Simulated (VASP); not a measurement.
# Ga36N35 (a cell with a defect) in VASP: single point with PBE

Aim: the single point of Ga36N35 (a cell with a defect) with PBE.

Program: VASP 6.6.1. These are calculated values, not measurements. Logs are shortened: lines on timing, memory, paths and dates and some standing lists are left out, and cuts for length are marked.

### Step 1. The cell of the first run

The cell holds a defect, 71 atoms: a = 9.655 Å, b = 9.655 Å, c = 10.486 Å, α = 90.00°, β = 90.00°, γ = 120.00°.

### Step 2. Single point, PBE (atoms taken out, then relaxed in part)

INCAR reads:

```
SYSTEM = Ga36N35
PREC = Accurate
ENCUT = 520
EDIFF = 1E-6
ISMEAR = 0
SIGMA = 0.01
LREAL = Auto
LASPH = .TRUE.
NELM = 60
ALGO = Normal
ISIF = 2
LWAVE = .FALSE.
LCHARG = .FALSE.
GGA = PE
NELECT = 642.0
NBANDS = 362
```

KPOINTS reads:

```
Automatic mesh
0
G
  1 1 1
  0 0 0
```

POSCAR reads:

```
Ga36N35
1.0
    4.8275562240     -8.3615726561      0.0000000000
    4.8275562238      8.3615726562      0.0000000000
    0.0000000000      0.0000000000     10.4863368189
Ga N
36 35
Direct
    0.7777777778      0.2222222222      0.2402540356
    0.7777777778      0.2222222222      0.7507675016
    0.4440744576      0.2230441117      0.2490876992
    0.4443581755      0.2228244078      0.7498486333
    0.1123029873      0.2230441117      0.2490876992
    0.1117995657      0.2228244078      0.7498486333
    0.7769558883      0.5559255424      0.2490876992
    0.7771755922      0.5556418245      0.7498486333
    0.4444444444      0.5555555556      0.2493642556
    0.4444444444      0.5555555556      0.7504039302
    0.1123029873      0.5559255424      0.2490876992
    0.1117995657      0.5556418245      0.7498486333
    0.7769558883      0.8876970127      0.2490876992
    0.7771755922      0.8882004343      0.7498486333
    0.4440744576      0.8876970127      0.2490876992
    0.4443581755      0.8882004343      0.7498486333
    0.1111111111      0.8888888889      0.2495232781
    0.1111111111      0.8888888889      0.7505737545
    0.5535358184      0.1101012425      0.5007481494
    0.5549298371      0.1107982519      0.9984763630
    0.2217403713      0.1101474092      0.5006725224
    0.2220740755      0.1108148176      0.9995783292
    0.8898987575      0.1101012425      0.5007481494
    0.8892017481      0.1107982519      0.9984763630
    0.5550512999      0.4449487001      0.5007825820
    0.5555142061      0.4444857939      0.9995038785
    0.2232307335      0.4449487001      0.5007825820
    0.2223049211      0.4444857939      0.9995038785
    0.8898987575      0.4464641816      0.5007481494
    0.8892017481      0.4450701629      0.9984763630
    0.5550512999      0.7767692665      0.5007825820
    0.5555142061      0.7776950789      0.9995038785
    0.2217403713      0.7782596287      0.5006725224
    0.2220740755      0.7779259245      0.9995783292
    0.8898525908      0.7782596287      0.5006725224
    0.8891851824      0.7779259245      0.9995783292
    0.7777777778      0.2222222222      0.9386871402
    0.4460471874      0.2227235777      0.4376820899
    0.4445811482      0.2218985344      0.9379169206
    0.1100097236      0.2227235777      0.4376820899
    0.1106507195      0.2218985344      0.9379169206
    0.7772764223      0.5539528126      0.4376820899
    0.7781014656      0.5554188518      0.9379169206
    0.4444444444      0.5555555556      0.4377728888
    0.4444444444      0.5555555556      0.9380568504
    0.1100097236      0.5539528126      0.4376820899
    0.1106507195      0.5554188518      0.9379169206
    0.7772764223      0.8899902764      0.4376820899
    0.7781014656      0.8893492805      0.9379169206
    0.4460471874      0.8899902764      0.4376820899
    0.4445811482      0.8893492805      0.9379169206
    0.1111111111      0.8888888889      0.4379100516
    0.1111111111      0.8888888889      0.9382068226
    0.5557452159      0.1112059413      0.1890563059
    0.5565877317      0.1116271992      0.6871400023
    0.2222575695      0.1111818057      0.1880369572
    0.2222115623      0.1110897912      0.6879243949
    0.8887940587      0.1112059413      0.1890563059
    0.8883728008      0.1116271992      0.6871400023
    0.5555607302      0.4444392698      0.1877679603
    0.5554905433      0.4445094567      0.6880908433
    0.2222118728      0.4444392698      0.1877679603
    0.2223522468      0.4445094567      0.6880908433
    0.8887940587      0.4442547841      0.1890563059
    0.8883728008      0.4434122683      0.6871400023
    0.5555607302      0.7777881272      0.1877679603
    0.5554905433      0.7776477532      0.6880908433
    0.2222575695      0.7777424305      0.1880369572
    0.2222115623      0.7777884377      0.6879243949
    0.8888181943      0.7777424305      0.1880369572
    0.8889102088      0.7777884377      0.6879243949
```

Potentials or basis: VASP PAW PBE potentials, release 64 (Ga_d, N).

The run is started by

```sh
$ cat potpaw_PBE.64/Ga_d/POTCAR potpaw_PBE.64/N/POTCAR > POTCAR
$ mpirun -np 1 vasp_gam > vasp.out
```

OUTCAR:

```text
SYSTEM = Ga36N35
   PREC = Accurate
   ENCUT = 520
   EDIFF = 1E-6
   ISMEAR = 0
   LREAL = Auto
   LASPH = .TRUE.
   NELM = 60
   ISIF = 2
   GGA = PE
   NELECT = 642.0

 ion  position               nearest neighbor table
   1  0.778  0.222  0.240-  58 1.93  64 1.93  54 1.93
   2  0.778  0.222  0.751-  59 1.97  65 1.97  55 1.97  37 1.97
   3  0.444  0.223  0.249-  60 1.96  56 1.96  54 1.97  38 1.98
   4  0.444  0.223  0.750-  61 1.96  57 1.97  39 1.97  55 1.98
   5  0.112  0.223  0.249-  62 1.96  56 1.96  58 1.97  40 1.98
   6  0.112  0.223  0.750-  63 1.96  57 1.97  41 1.97  59 1.98
   7  0.777  0.556  0.249-  60 1.96  70 1.96  64 1.97  42 1.98
[... 9 lines left out ...]
  17  0.111  0.889  0.250-  68 1.97  56 1.97  70 1.97  52 1.98
  18  0.111  0.889  0.751-  53 1.97  57 1.97  71 1.97  69 1.97
  19  0.554  0.110  0.501-  55 1.95  50 1.96  38 1.96
  20  0.555  0.111  0.998-  39 1.96  51 1.96  37 1.97  54 2.00
  21  0.222  0.110  0.501-  57 1.96  52 1.96  38 1.99  40 1.99
  22  0.222  0.111  1.000-  53 1.96  39 1.97  41 1.97  56 1.98
  23  0.890  0.110  0.501-  59 1.95  48 1.96  40 1.96
  24  0.889  0.111  0.998-  49 1.96  41 1.96  37 1.97  58 2.00
  25  0.555  0.445  0.501-  44 1.96  61 1.96  38 1.97  42 1.97
  26  0.556  0.444  1.000-  45 1.97  39 1.97  43 1.97  60 1.97
  27  0.223  0.445  0.501-  44 1.96  63 1.96  46 1.97  40 1.97
  28  0.222  0.444  1.000-  45 1.97  47 1.97  41 1.97  62 1.97
  29  0.890  0.446  0.501-  65 1.95  46 1.96  42 1.96
  30  0.889  0.445  0.998-  43 1.96  47 1.96  37 1.97  64 2.00
  31  0.555  0.777  0.501-  44 1.96  67 1.96  50 1.97  48 1.97
  32  0.556  0.778  1.000-  45 1.97  51 1.97  49 1.97  66 1.97
  33  0.222  0.778  0.501-  69 1.96  52 1.96  46 1.99  50 1.99
  34  0.222  0.778  1.000-  53 1.96  47 1.97  51 1.97  68 1.98
  35  0.890  0.778  0.501-  71 1.96  52 1.96  42 1.99  48 1.99
[... 34 lines left out ...]
  70  0.889  0.778  0.188-   7 1.96  13 1.96  17 1.97  36 1.98
  71  0.889  0.778  0.688-  35 1.96  14 1.97   8 1.97  18 1.97

  LATTYP: Found a hexagonal cell.
 ALAT       =     9.6551124478
 C/A-ratio  =     1.0860916303

  Lattice vectors:

 A1 = (   4.8275562240,  -8.3615726561,   0.0000000000)
 A2 = (   4.8275562238,   8.3615726562,   0.0000000000)
 A3 = (   0.0000000000,   0.0000000000,  10.4863368189)

Analysis of symmetry for initial positions (statically):
=====================================================================
 Subroutine PRICEL returns:
 Original cell was already a primitive cell.

 Routine SETGRP: Setting up the symmetry group for a
 hexagonal supercell.

 Subroutine GETGRP returns: Found  6 space group operations
 (whereof  2 operations were pure point group operations)
 out of a pool of 24 trial point group operations.

The static configuration has the point symmetry C_1h.
 The point group associated with its full space group is C_3v.

Analysis of symmetry for dynamics (positions and initial velocities):
=====================================================================
 Subroutine PRICEL returns:
 Original cell was already a primitive cell.

 Routine SETGRP: Setting up the symmetry group for a
 hexagonal supercell.

 Subroutine GETGRP returns: Found  6 space group operations
 (whereof  2 operations were pure point group operations)
 out of a pool of 24 trial point group operations.

The dynamic configuration has the point symmetry C_1h.
 The point group associated with its full space group is C_3v.

 Subroutine INISYM returns: Found  6 space group operations
 (whereof  2 operations are pure point group operations),
 and found     1 'primitive' translations

----------------------------------------------------------------------------------------

                                     Primitive cell

  volume of cell :     846.5821

  direct lattice vectors                    reciprocal lattice vectors
     4.827556224 -8.361572656  0.000000000     0.103572072 -0.059797364  0.000000000
     4.827556224  8.361572656  0.000000000     0.103572072  0.059797364  0.000000000
     0.000000000  0.000000000 10.486336819     0.000000000  0.000000000  0.095362186

  length of vectors
     9.655112448  9.655112448 10.486336819     0.119594727  0.119594727  0.095362186

  position of ions in fractional coordinates (direct lattice)
     0.777777778  0.222222222  0.240254036
     0.777777778  0.222222222  0.750767502
     0.444074458  0.223044112  0.249087699
     0.444358175  0.222824408  0.749848633
     0.112302987  0.223044112  0.249087699
     0.111799566  0.222824408  0.749848633
[... 63 lines left out ...]
     0.888818194  0.777742430  0.188036957
     0.888910209  0.777788438  0.687924395

  ion indices of the primitive-cell ions
   primitive index   ion index
                 1           1
                 2           2
                 3           3
                 4           4
                 5           5
                 6           6
[... 63 lines left out ...]
                70          70
                71          71

----------------------------------------------------------------------------------------

 KPOINTS: Automatic mesh

Automatic generation of k-mesh.
 Grid dimensions read from file:
 generate k-points for:    1    1    1

 Generating k-lattice:

  Cartesian coordinates                     Fractional coordinates (reciprocal lattice)
     0.103572072 -0.059797364  0.000000000     1.000000000  0.000000000  0.000000000
     0.103572072  0.059797364  0.000000000     0.000000000  1.000000000  0.000000000
     0.000000000  0.000000000  0.095362186     0.000000000  0.000000000  1.000000000

  Length of vectors
     0.119594727  0.119594727  0.095362186

  Shift w.r.t. Gamma in fractional coordinates (k-lattice)
     0.000000000  0.000000000  0.000000000

 Subroutine IBZKPT returns following result:
 ===========================================

 Found      1 irreducible k-points:

 Following reciprocal coordinates:
            Coordinates               Weight
  0.000000  0.000000  0.000000      1.000000
   k-points           NKPTS =      1   k-points in BZ     NKDIM =      1   number of bands    NBANDS=    362
   number of dos      NEDOS =    301   number of ions     NIONS =     71
   total plane-waves  NPLWV = 414720
   dimension x,y,z NGX =    72 NGY =   72 NGZ =   80
   dimension x,y,z NGXF=   144 NGYF=  144 NGZF=  160
   ions per type =              36  35
   NGX,Y,Z   is equivalent  to a cutoff of  12.40, 12.40, 12.68 a.u.
   NGXF,Y,Z  is equivalent  to a cutoff of  24.79, 24.79, 25.37 a.u.
 SYSTEM =  Ga36N35
   PREC   = accura    normal or accurate (medium, high low for compatibility)
   ISTART =      0    job   : 0-new  1-cont  2-samecut
   ICHARG =      2    charge: 1-file 2-atom 10-const
   ISPIN  =      1    spin polarized calculation?
   LNONCOLLINEAR =      F non collinear calculations
   LSORBIT =      F    spin-orbit coupling
   LASPH  =      T    aspherical Exc in radial PAW
   ENCUT  =  520.0 eV  38.22 Ry    6.18 a.u.  17.95 17.95 19.50*2*pi/ulx,y,z
   NELM   =     60;   NELMIN=  2; NELMDL= -5     # of ELM steps
   EDIFF  = 0.1E-05   stopping-criterion for ELM
   LREAL  =      T    real-space projection
   EDIFFG = 0.1E-04   stopping-criterion for IOM
   NSW    =      0    number of steps for IOM
   IBRION =     -1    ionic relax: 0-MD 1-quasi-New 2-CG
   NFREE  =      0    steps in history (QN), initial steepest desc. (CG)
   ISIF   =      2    stress and relaxation
   ISYM   =      2    0-nonsym 1-usesym 2-fastsym
   POTIM  = 0.5000    time-step for ionic-motion
   TEBEG  =    0.0;   TEEND  =   0.0 temperature during run
   PSTRESS=    0.0 pullay stress
   NELECT =     642.0000    total number of electrons
   NUPDOWN=      -1.0000    fix difference up-down
   EMIN   =  10.00;   EMAX   =-10.00  energy-range for DOS
   EFERMI =   0.00;   METHOD = LEGACY
   ISMEAR =     0;   SIGMA  =   0.01  broadening in eV -4-tet -1-fermi 0-gaus
   EFERMI_NEDOS =   21; number of points for ismear=-14 and -15
   IALGO  =     38    algorithm
   IMIX   =      4    mixing-type and parameters
     AMIX     =   0.40;   BMIX     =  1.00
     AMIX_MAG =   1.60;   BMIX_MAG =  1.00
  volume/ion in A,a.u.               =      11.92        80.47
  Fermi-wavevector in a.u.,A,eV,Ry     =   1.492898  2.821168 30.323909  2.228744
  Thomas-Fermi vector in A             =   2.605367
   LORBIT       =      0    0 simple, 1 ext, 2 COOP (PROOUT), +10 PAW based schemes
   GGA     = PE    functional components
   LHFCALC =     F    Hartree Fock is set to
   AEXX    =    0.0000 exact exchange contribution
   IVDW    =     0    specifies the selected vdW correction
   LEPSILON=     F    determine dielectric tensor
   LRPA    =     F    only Hartree local field effects (RPA)
 non-spin polarized calculation
 Gauss-broadening in eV      SIGMA  =   0.01
  energy-cutoff  :      520.00
  volume of cell :      846.58
 maximum number of plane-waves:     11405
 NGX is ok and might be reduce to    70
   NGX = 35   NGY = 35   NGZ = 39

 number of electron     641.9999412 magnetization

 Free energy of the ion-electron system (eV)
  ---------------------------------------------------
  ext. energy  EPLUGINS =         0.00000000
  ---------------------------------------------------
  free energy    TOTEN  =      -428.97455913 eV

  energy without entropy =     -428.97455913  energy(sigma->0) =     -428.97455913

 E-fermi :   5.0164     XC(G=0): -11.4376

 val. band max:        4.9686627504   @ k =   0.0000   0.0000   0.0000
 cond. band min:       7.0345615701   @ k =   0.0000   0.0000   0.0000
 fundamental gap:      2.0658988197
 Fermi energy:         5.0164311538

 k-point     1 :       0.0000    0.0000    0.0000
  band No.  band energies     occupation
      1     -10.7284      2.00000
      2     -10.2627      2.00000
      3     -10.2362      2.00000
      4     -10.1656      2.00000
      5     -10.1656      2.00000
      6     -10.1201      2.00000
[... 325 lines left out ...]
    332       9.7205      0.00000
    333       9.7357      0.00000
 [bands above 333 left out]

------------------------ aborting loop because EDIFF is reached ----------------------------------------

  FORCE on cell =-STRESS in cart. coord.  units (eV):
  Direction    XX          YY          ZZ          XY          YZ          ZX
  --------------------------------------------------------------------------------------
  -------------------------------------------------------------------------------------
  Total       -7.5209781     -7.5209781    -14.0419261      0.0000000      0.0000000      0.0000000
  in kB      -14.2336342    -14.2336342    -26.5746869      0.0000000      0.0000000      0.0000000
  external PRESSURE =     -18.3473184 kB  Pullay stress =       0.0000000 kB

 VOLUME and BASIS-vectors are now :
 -----------------------------------------------------------------------------
  energy-cutoff  :      520.00
  volume of cell :      846.58
      direct lattice vectors                 reciprocal lattice vectors
     4.827556224 -8.361572656  0.000000000     0.103572072 -0.059797364  0.000000000
     4.827556224  8.361572656  0.000000000     0.103572072  0.059797364  0.000000000
     0.000000000  0.000000000 10.486336819     0.000000000  0.000000000  0.095362186

 POSITION                                       TOTAL-FORCE (eV/Angst)
 -----------------------------------------------------------------------------------
      4.82756     -4.64532      2.51938         0.000000     -0.000000     -0.002459
      4.82756     -4.64532      7.87280         0.000000     -0.000000     -0.024537
      3.22055     -1.84816      2.61202         0.003731      0.001192      0.004591
      3.22086     -1.85237      7.86317         0.000308      0.008061     -0.001010
      1.61891      0.92597      2.61202         0.002898      0.002635      0.004591
      1.61542      0.92834      7.86317         0.007135     -0.003764     -0.001010
[... 63 lines left out ...]
      8.04542     -0.92877      1.97182         0.003068     -0.001771      0.005838
      8.04608     -0.92915      7.21381        -0.003474      0.002006      0.007777
 -----------------------------------------------------------------------------------
    total drift:                               -0.000018      0.000001     -0.016136

  FREE ENERGIE OF THE ION-ELECTRON SYSTEM (eV)
  ---------------------------------------------------
  free  energy   TOTEN  =      -428.9745591291 eV

  energy  without entropy=     -428.9745591291  energy(sigma->0) =     -428.97455913
```

Wall time 13 min (1 thread of AMD EPYC 7R43 (Zen 3), shared host); peak memory 0.78 GiB.

Results:

```
Free energy   : -428.9746 eV
Largest force : 0.025 eV/Å
```

Forces in eV/Å, atoms in the order of the input:
```
Ga   0.000  0.000 -0.002
Ga   0.000  0.000 -0.025
Ga   0.004  0.001  0.005
Ga   0.000  0.008 -0.001
Ga   0.003  0.003  0.005
Ga   0.007 -0.004 -0.001
Ga  -0.004  0.001  0.005
Ga   0.000  0.008 -0.001
Ga   0.000  0.000  0.006
Ga   0.000  0.000 -0.010
Ga  -0.001 -0.004  0.005
Ga   0.007 -0.004 -0.001
Ga  -0.003  0.003  0.005
Ga  -0.007 -0.004 -0.001
Ga   0.001 -0.004  0.005
Ga  -0.007 -0.004 -0.001
Ga   0.000  0.000 -0.001
Ga   0.000  0.000 -0.014
Ga  -0.009  0.005 -0.010
Ga  -0.006  0.004 -0.015
Ga  -0.009 -0.005 -0.006
Ga  -0.001 -0.001 -0.005
Ga   0.000 -0.010 -0.010
Ga   0.000 -0.007 -0.015
Ga   0.000 -0.006 -0.012
Ga   0.000  0.000 -0.007
Ga  -0.005  0.003 -0.012
Ga   0.000  0.000 -0.007
Ga   0.009  0.005 -0.010
Ga   0.006  0.004 -0.015
Ga   0.005  0.003 -0.012
Ga   0.000  0.000 -0.007
Ga   0.000  0.010 -0.006
Ga   0.000  0.002 -0.005
Ga   0.009 -0.005 -0.006
Ga   0.001 -0.001 -0.005
N    0.000  0.000 -0.002
N    0.012 -0.005 -0.005
N    0.001 -0.003  0.009
N    0.001  0.013 -0.005
N   -0.002  0.002  0.009
N   -0.012 -0.005 -0.005
N   -0.001 -0.003  0.009
N    0.000  0.000 -0.004
N    0.000  0.000  0.007
N   -0.011 -0.008 -0.005
N   -0.003  0.001  0.009
N   -0.001  0.013 -0.005
N    0.002  0.002  0.009
N    0.011 -0.008 -0.005
N    0.003  0.001  0.009
N    0.000  0.000 -0.002
N    0.000  0.000  0.005
N   -0.005  0.003  0.016
N    0.017 -0.010  0.012
N   -0.003 -0.002  0.006
N    0.003  0.002  0.008
N    0.000 -0.006  0.016
N    0.000  0.019  0.012
N    0.000  0.000  0.005
N    0.000  0.001  0.006
N    0.000  0.000  0.005
N    0.001  0.000  0.006
N    0.005  0.003  0.016
N   -0.017 -0.010  0.012
N    0.000  0.000  0.005
N   -0.001  0.000  0.006
N    0.000  0.004  0.006
N    0.000 -0.004  0.008
N    0.003 -0.002  0.006
N   -0.003  0.002  0.008
```

Levels at points of the mesh, in eV from the Fermi level:
| k point | band 318 | band 319 | band 320 | band 321 | band 322 | band 323 | band 324 | band 325 |
| --- | --- | --- | --- | --- | --- | --- | --- | --- |
| (0.00, 0.00, 0.00) | -0.51 | -0.16 | -0.05 | -0.05 | 2.02 | 2.70 | 3.18 | 3.18 |

Caveat: the k points lie up to 0.75 Å⁻¹ apart; the cell carries a net charge on a neutralising background, which shifts energy and pressure; the cell differs from its parent crystal (atoms taken out, then relaxed in part); the cell is charged against a uniform background, so pressure and absolute levels hang on convention.
